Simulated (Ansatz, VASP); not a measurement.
**BN: VASP beside Ansatz**

```xyz
2
Lattice="2.4741 0.0000 0.0000 -1.2299 2.1468 0.0000 -0.6221 -1.0734 2.9817" Properties=species:S:1:pos:R:3 pbc="T T T"
B     1.2131    2.1095    0.0054
N     0.6324   -0.3437    2.9370
```

Alike in both runs: task single point; functional PBEsol; k mesh 10 × 10 × 6; occupations fermi-dirac, width 0.01 eV; no spin polarisation.

```csv
,VASP,Ansatz
version,VASP 6.6.1,Ansatz 0.2.0
potentials or method,"VASP PAW PBE potentials, release 64 (B, N), cutoff 520 eV","plane waves, PAW"
valence electrons in the cell,8,8
```

```csv
,VASP,Ansatz,Ansatz less VASP
pressure (GPa),13.8,13.5,-0.30
"traceless stress, the component that is largest in VASP (GPa)",11.93,11.62,-0.304
```

VASP's potentials were made for PBE, not for PBEsol.
